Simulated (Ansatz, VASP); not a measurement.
CsPbI2Br in VASP and in Ansatz

The input INCAR:

```
SYSTEM = CsPbI2Br
ALGO = Normal
EDIFF = 1E-6
ENCUT = 520
GGA = PE
ISIF = 2
ISMEAR = 0
LASPH = .TRUE.
LCHARG = .FALSE.
LREAL = .FALSE.
LWAVE = .FALSE.
NBANDS = 30
NELM = 100
PREC = Accurate
SIGMA = 0.05
```

File KPOINTS:

```
k-points
0
G
  4 4 6
  0 0 0
```

File POSCAR:

```
CsPbI2Br
1.0
    6.3752960000      0.0159382400      0.0000000000
    0.0159382400      6.3752960000      0.0000000000
    0.0000000000      0.0000000000      5.9622200000
Cs Pb I Br
1 1 2 1
Direct
    0.5000000000      0.5000000000      0.5000000000
    0.0000000000      0.0000000000      0.0000000000
    0.0000000000      0.5000000000      0.0000000000
    0.5000000000      0.0000000000      0.0000000000
    0.0000000000      0.0000000000      0.5000000000
```

Input for Ansatz:

```yaml
crystal:
  lattice:
    - [6.375296, 0.01593824, 0.0]
    - [0.01593824, 6.375296, 0.0]
    - [0.0, 0.0, 5.96222]
  atoms:
    - { symbol: Cs, position: [0.5, 0.5, 0.5] }
    - { symbol: Pb, position: [0.0, 0.0, 0.0] }
    - { symbol: I, position: [0.0, 0.5, 0.0] }
    - { symbol: I, position: [0.5, 0.0, 0.0] }
    - { symbol: Br, position: [0.0, 0.0, 0.5] }
basis:
  ecutwfc: 420
kpoints:
  mp_grid: { grid: [4, 4, 6] }
hamiltonian:
  xc: pbe
scf:
  occupations: { method: gaussian, width: 0.05 }
output:
  forces: true
  stress: true
  eigenvalues: true
```

Change from the starting cell: strain +0.0050 x Voigt [0, 0, 0, 0, 0, 1], atoms carried along.

Alike in both runs: task single point; functional PBE; k mesh 4 × 4 × 6; occupations gaussian, width 0.05 eV; no spin polarisation.

|  | VASP | Ansatz |
| --- | --- | --- |
| version | VASP 6.6.1 | Ansatz 0.2.0 |
| potentials or method | VASP PAW PBE potentials, release 64 (Cs_sv, Pb_d, I, Br), cutoff 520 eV | scalar-relativistic, plane waves, PAW |
| valence electrons in the cell | 44 | 64 |

VASP gave:

| Property | Result |
| --- | --- |
| gap on the k mesh at the Fermi level (eV) | 1.46 |
| least direct gap on the mesh (eV) | 1.46 |
| pressure (GPa) | 0.3 |
| traceless stress, the component that is largest in VASP (GPa) | -0.12 |

Problem. Which values does Ansatz return?

Solution. gap on the k mesh at the Fermi level (eV): 1.46; least direct gap on the mesh (eV): 1.46; pressure (GPa): 0.3; traceless stress, the component that is largest in VASP (GPa): -0.13.

VASP's potentials hold 44 valence electrons a cell and Ansatz's 64, so a difference there can come from the potentials and not from the codes.

Neither program's run includes spin-orbit coupling.
